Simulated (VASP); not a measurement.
Mg3CdSe4, 8 atoms in the cell. Symmetry: P4/mmm, No. 123, tetragonal system. The conventional cell has a = 4.051 Å, b = 4.051 Å, c = 11.458 Å, α = 90.00°, β = 90.00°, γ = 90.00°. Within 3.8 Å of Mg (site symmetry 4mm) lie 6 Se at 2.86 Å. Within 3.8 Å of Mg (site symmetry 4/mmm) lie 6 Se at 2.86 Å. Within 3.8 Å of Cd (site symmetry 4/mmm) lie 6 Se at 2.86 Å. Within 3.8 Å of Se (site symmetry 4/mmm) lie 4 Cd at 2.86 Å and 2 Mg at 2.86 Å. Se (site symmetry 4mm) has 5 Mg at 2.86 Å and 1 Cd at 2.86 Å within 3.8 Å. Se (site symmetry 4/mmm) has 6 Mg at 2.86 Å within 3.8 Å. 

| Item | Value |
| --- | --- |
| Program | VASP 6.6.1 |
| Task | relaxation of cell and atoms |
| Functional | PBE |
| Potentials or basis | VASP PAW PBE potentials, release 64 (Mg, Cd, Se) |
| Cutoff | 600 eV |
| k mesh | 10 × 10 × 4 |
| Occupations | gaussian, width 0.02 eV |
| Spin | no spin polarisation |
| Dipole correction | no |
| Further INCAR settings | ALGO = Normal; EDIFF = 1e-07; IBRION = 2; EDIFFG = -0.01; NSW = 100; ISIF = 3 |

Potentials or basis: VASP PAW PBE potentials, release 64 (Mg, Cd, Se).

Command:

```sh
$ cat potpaw_PBE.64/Mg/POTCAR potpaw_PBE.64/Cd/POTCAR potpaw_PBE.64/Se/POTCAR > POTCAR
$ mpirun -np 1 vasp_std > vasp.out
```

Hardware: 1 thread of Oxide Virtual Turin-like Processor (shared host).

**Question.** Estimate the wall time of this run.

**Answer.** It took 49 min on 1 thread of Oxide Virtual Turin-like Processor (shared host), peak memory 0.57 GiB. Counts: scf iterations 71, k points 63, ion steps 8.
